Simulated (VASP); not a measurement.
# In (I4/mmm) in VASP: notebook, part 2 of 2

VASP 6.6.1.

### Step 3. Single point, PBEsol

This run uses another cell than the first one, of 28.28 Å³/atom, 1.040 times its volume.

File INCAR:

```
PREC = Accurate
ENCUT = 520
EDIFF = 1E-6
ISMEAR = -1
SIGMA = 0.05
LREAL = False
LASPH = True
NELM = 80
ALGO = Fast
ISIF = 2
LWAVE = False
LCHARG = True
GGA = PS
LELF = True
LVHAR = True
NBANDS = 12
```

File KPOINTS:

```
regular mesh
0
Gamma
  9 9 9
```

File POSCAR:

```
In
1.0
   -1.6904888000      1.6904888000      2.4737000000
    1.6904888000     -1.6904888000      2.4737000000
    1.6904888000      1.6904888000     -2.4737000000
In
1
Direct
    0.0000000000      0.0000000000      0.0000000000
```

Potentials or basis: VASP PAW PBE potentials, release 64 (In_d).

Started as:

```sh
cat potpaw_PBE.64/In_d/POTCAR > POTCAR
mpirun -np 1 vasp_std > vasp.out
```

OUTCAR:

```text
PREC = Accurate
   ENCUT = 520
   EDIFF = 1E-6
   ISMEAR = -1
   LREAL = False
   LASPH = True
   NELM = 80
   ISIF = 2
   GGA = PS

 ion  position               nearest neighbor table
   1  0.000  0.000  0.000-

  LATTYP: Found a body centered tetragonal cell.
 ALAT       =     3.3809776000
 C/A-ratio  =     1.4633045779

  Lattice vectors:

 A1 = (  -1.6904888000,   1.6904888000,   2.4737000000)
 A2 = (   1.6904888000,  -1.6904888000,   2.4737000000)
 A3 = (   1.6904888000,   1.6904888000,  -2.4737000000)

Analysis of symmetry for initial positions (statically):
=====================================================================
 Subroutine PRICEL returns:
 Original cell was already a primitive cell.

 Routine SETGRP: Setting up the symmetry group for a
 body centered tetragonal supercell.

 Subroutine GETGRP returns: Found 16 space group operations
 (whereof 16 operations were pure point group operations)
 out of a pool of 16 trial point group operations.

The static configuration has the point symmetry D_4h.

Analysis of symmetry for dynamics (positions and initial velocities):
[... 159 lines left out ...]

 val. band max:        6.4060200676   @ k =  -0.4444  -0.4444   0.2222
 cond. band min:       6.5049528697   @ k =   0.4444   0.2222   0.1111
 fundamental gap:      0.0989328021
 Fermi energy:         6.4640718186

 k-point     1 :       0.0000    0.0000    0.0000
  band No.  band energies     occupation
      1      -7.9793      2.00000
      2      -7.9433      2.00000
      3      -7.9433      2.00000
      4      -7.8375      2.00000
      5      -7.7946      2.00000
      6      -2.5349      2.00000
      7      16.3489      0.00000
      8      16.3489      0.00000
      9      16.4181      0.00000
     10      17.8759      0.00000
     11      19.8360      0.00000
     12      19.9029      0.00000
[... 331 lines left out ...]
 k-point    24 :       0.4444    0.4444    0.0000
  band No.  band energies     occupation
      1      -8.1027      2.00000
      2      -8.0318      2.00000
      3      -7.7128      2.00000
      4      -7.6859      2.00000
      5      -7.6496      2.00000
      6       4.4950      2.00000
      7       4.8375      2.00000
      8       8.7137      0.00000
      9      10.4171      0.00000
     10      13.5995      0.00000
     11      15.3591      0.00000
     12      26.2597      0.00000

 [... further k-points ...]
[... 5 lines left out ...]
  --------------------------------------------------------------------------------------
  -------------------------------------------------------------------------------------
  Total       -0.6059688     -0.6059688     -0.5021217      0.0000000      0.0000000      0.0000000
  in kB      -34.3343799    -34.3343799    -28.4503751      0.0000000      0.0000000      0.0000000
  external PRESSURE =     -32.3730450 kB  Pullay stress =       0.0000000 kB

 VOLUME and BASIS-vectors are now :
 -----------------------------------------------------------------------------
  energy-cutoff  :      520.00
  volume of cell :       28.28
      direct lattice vectors                 reciprocal lattice vectors
    -1.690488800  1.690488800  2.473700000     0.000000000  0.295772442  0.202126369
     1.690488800 -1.690488800  2.473700000     0.295772442  0.000000000  0.202126369
     1.690488800  1.690488800 -2.473700000     0.295772442  0.295772442  0.000000000

 POSITION                                       TOTAL-FORCE (eV/Angst)
 -----------------------------------------------------------------------------------
      0.00000      0.00000      0.00000         0.000000      0.000000      0.000000
 -----------------------------------------------------------------------------------
    total drift:                               -0.000000     -0.000000      0.000000

  FREE ENERGIE OF THE ION-ELECTRON SYSTEM (eV)
  ---------------------------------------------------
  free  energy   TOTEN  =        -2.9412947902 eV

  energy  without entropy=       -2.9353953525  energy(sigma->0) =       -2.93834507
```

stdout:

```text
POSCAR found type information on POSCAR In
 POSCAR found :  1 types and       1 ions
 scaLAPACK will be used
 -----------------------------------------------------------------------------
|                                                                             |
|                                                                             |
|     You enforced a specific xc type in the INCAR file but a different       |
|     I HOPE YOU KNOW WHAT YOU ARE DOING!                                     |
|                                                                             |
 -----------------------------------------------------------------------------

 LDA part: xc-table for (Slater+PW92), standard interpolation
 POSCAR, INCAR and KPOINTS ok, starting setup
 FFT: planning ... GRIDC
 FFT: planning ... GRID_SOFT
 FFT: planning ... GRID
 WAVECAR not read
 entering main loop
WARNING in EDDRMM: call to ZHEGV failed, returncode =   8  4     11
WARNING in EDDRMM: call to ZHEGV failed, returncode =   6  3     11
```

It took 26 s on 1 thread of Intel Xeon 6975P-C, shared host; peak memory 0.17 GiB.

Results:

| Item | Value |
| --- | --- |
| Free energy | -2.9413 eV |
| Pressure | -3.2 GPa |

Levels at points of the mesh, in eV from the Fermi level:
```
           k point  band 3  band 4  band 5  band 6  band 7  band 8  band 9  band 10
(0.00, 0.00, 0.00)  -14.41  -14.30  -14.26   -9.00    9.88    9.88    9.95    11.41
```

Caveat: the PAW data sets were made with another functional, which shifts forces and pressure a little; spin-orbit coupling is left out, which moves the levels of the heavy elements.

### Step 4. Single point, PBEsol

This run uses another cell than the first one, of 26.14 Å³/atom, 0.961 times its volume.

File INCAR:

```
SYSTEM = In
ALGO = Normal
EDIFF = 1E-6
ENCUT = 520
GGA = PS
ISIF = 2
ISMEAR = -1
LASPH = .TRUE.
LCHARG = .FALSE.
LREAL = .FALSE.
LWAVE = .FALSE.
NBANDS = 12
NELM = 60
PREC = Accurate
SIGMA = 0.05
```

File KPOINTS:

```
k-points
0
G
  10 10 10
  0 0 0
```

File POSCAR:

```
In
1.0
   -1.6254700000      1.6254700000      2.4737000000
    1.6254700000     -1.6254700000      2.4737000000
    1.6254700000      1.6254700000     -2.4737000000
In
1
Direct
    0.0000000000      0.0000000000      0.0000000000
```

Started as:

```sh
cat potpaw_PBE.64/In_d/POTCAR > POTCAR
mpirun -np 1 vasp_std > vasp.out
```

It took 25 s on 1 thread of Intel Xeon 6975P-C, shared host; peak memory 0.17 GiB.

The run converged. Its results:

* Free energy: -2.9895 eV
* Pressure: -1.0 GPa

Stress tensor (GPa, compression positive):
```
-0.07  0.00  0.00
 0.00 -0.07  0.00
 0.00  0.00 -2.82
```

Levels at points of the mesh, in eV from the Fermi level:
| k point | band 2 | band 3 | band 4 | band 5 | band 6 | band 7 | band 8 | band 9 | band 10 | band 11 |
| --- | --- | --- | --- | --- | --- | --- | --- | --- | --- | --- |
| (0.00, 0.00, 0.00) | -14.47 | -14.47 | -14.39 | -14.28 | -9.53 | 10.56 | 10.56 | 10.73 | 11.63 | 14.01 |
| (0.50, 0.00, 0.00) | -14.54 | -14.45 | -14.19 | -14.16 | -4.28 | -3.35 | 7.56 | 9.18 | 11.14 | 11.47 |
| (0.50, 0.50, 0.00) | -14.64 | -14.19 | -14.18 | -14.08 | -1.93 | -1.63 | 3.55 | 3.97 | 7.05 | 7.39 |
| (0.50, 0.50, 0.50) | -14.63 | -14.17 | -14.15 | -14.15 | -2.91 | -2.65 | 4.75 | 4.75 | 8.22 | 8.24 |

Caveat: the PAW data sets were made with another functional, which shifts forces and pressure a little; spin-orbit coupling is left out, which moves the levels of the heavy elements.

### Step 5. Single point, PBEsol

This run uses another cell than the first one, of 26.67 Å³/atom, 0.980 times its volume.

File INCAR:

```
SYSTEM = In
PREC     = Accurate       ! precision mode
ENCUT    = 520            ! plane-wave cutoff, eV
EDIFF    = 1E-7           ! SCF threshold, eV
ISMEAR   = -1             ! smearing method
SIGMA    = 0.05           ! smearing width, eV
LREAL    = .False.        ! projectors in reciprocal space
LASPH    = .True.         ! aspherical terms in the spheres
NELM     = 60             ! most SCF steps
ALGO     = Normal         ! electronic algorithm
ISIF     = 2              ! what is computed and relaxed
LWAVE    = .False.        ! write WAVECAR
LCHARG   = .False.        ! write CHGCAR
GGA      = PS             ! functional
NBANDS   = 12             ! bands
```

File KPOINTS:

```
regular mesh
0
Gamma
  10 10 10
  0 0 0
```

File POSCAR:

```
In
1.0
   -1.6417247000      1.6417247000      2.4737000000
    1.6417247000     -1.6417247000      2.4737000000
    1.6417247000      1.6417247000     -2.4737000000
In
1
Direct
    0.0000000000      0.0000000000      0.0000000000
```

Started as:

```sh
cat potpaw_PBE.64/In_d/POTCAR > POTCAR
mpirun -np 1 vasp_std > vasp.out
```

Wall time 24 s (1 thread of Intel Xeon 6975P-C, shared host); peak memory 0.17 GiB.

It converged, with:

| Property | Result |
| --- | --- |
| Free energy | -2.9879 eV |
| Pressure | -1.8 GPa |

Stress tensor (GPa, compression positive):
```
-1.04  0.00  0.00
 0.00 -1.04  0.00
 0.00  0.00 -3.34
```

Levels at points of the mesh, in eV from the Fermi level:
```csv
k point,band 3,band 4,band 5,band 6,band 7,band 8,band 9,band 10
"(0.00, 0.00, 0.00)",-14.46,-14.37,-14.28,-9.40,10.38,10.38,10.52,11.56
"(0.50, 0.00, 0.00)",-14.44,-14.19,-14.16,-4.28,-3.27,7.56,8.92,11.03
"(0.50, 0.50, 0.00)",-14.19,-14.17,-14.09,-1.91,-1.74,3.57,3.93,6.99
"(0.50, 0.50, 0.50)",-14.18,-14.15,-14.15,-2.82,-2.53,4.60,4.60,7.99
```

Caveat: the PAW data sets were made with another functional, which shifts forces and pressure a little; spin-orbit coupling is left out, which moves the levels of the heavy elements.

### Step 6. Single point, PBEsol (volume scaled by 0.94)

File INCAR:

```
SYSTEM = In
PREC = Accurate
ENCUT = 520
EDIFF = 1E-7
ISMEAR = -1
SIGMA = 0.05
LREAL = .False.
LASPH = .True.
NELM = 60
ALGO = Normal
ISIF = 2
LWAVE = .False.
LCHARG = .False.
GGA = PS
NBANDS = 12
```

File KPOINTS:

```
regular mesh
0
Gamma
  11 11 11
  0 0 0
```

File POSCAR:

```
In
1.0
   -1.5922878321      1.5922878321      2.4232021571
    1.5922878321     -1.5922878321      2.4232021571
    1.5922878321      1.5922878321     -2.4232021571
In
1
Direct
    0.0000000000      0.0000000000      0.0000000000
```

Potentials or basis: VASP PAW PBE potentials, release 64 (In_d).

Started as:

```sh
cat potpaw_PBE.64/In_d/POTCAR > POTCAR
mpirun -np 1 vasp_std > vasp.out
```

Wall time 32 s (1 thread of Intel Xeon 6975P-C, shared host); peak memory 0.18 GiB.

The run converged. Its results:

```yaml
Free_energy: -2.9778 eV
Pressure: 1.9 GPa
```

Stress tensor (GPa, compression positive):
```
2.18 0.00 0.00
0.00 2.18 0.00
0.00 0.00 1.39
```

Levels at points of the mesh, in eV from the Fermi level:
| k point | band 4 | band 5 | band 6 | band 7 | band 8 | band 9 |
| --- | --- | --- | --- | --- | --- | --- |
| (0.00, 0.00, 0.00) | -14.51 | -14.39 | -10.05 | 11.05 | 11.05 | 11.25 |

Caveat: the cell differs from its parent crystal (volume scaled by 0.94); the PAW data sets were made with another functional, which shifts forces and pressure a little; spin-orbit coupling is left out, which moves the levels of the heavy elements.

### Step 7. The runs side by side

| cell | k mesh | gap on the mesh (eV) | pressure (GPa) |
| --- | --- | --- | --- |
| a = 3.408 Å, angles 121.8, 121.8, 86.9°, 1 atom | 9 × 9 × 9 | none | -2.1 |
| a = 3.440 Å, angles 121.1, 121.1, 88.0°, 1 atom | 9 × 9 × 9 | none | -3.2 |
| a = 3.377 Å, angles 122.5, 122.5, 85.8°, 1 atom | 10 × 10 × 10 | none | -1.0 |
| a = 3.393 Å, angles 122.1, 122.1, 86.4°, 1 atom | 10 × 10 × 10 | none | -1.8 |
| a = 3.308 Å, angles 122.5, 122.5, 85.8°, 1 atom | 11 × 11 × 11 | none | 1.9 |

Alike in all rows: task single point; level PBEsol; potentials or basis VASP PAW PBE potentials, release 64 (In_d); no spin polarisation; cutoff (eV) 520; smearing fermi-dirac 0.05 eV.

Caveats: the PAW data sets were made with another functional, which shifts forces and pressure a little; spin-orbit coupling is left out, which moves the levels of the heavy elements.

Absolute energies hang on the potentials; compare differences alone.
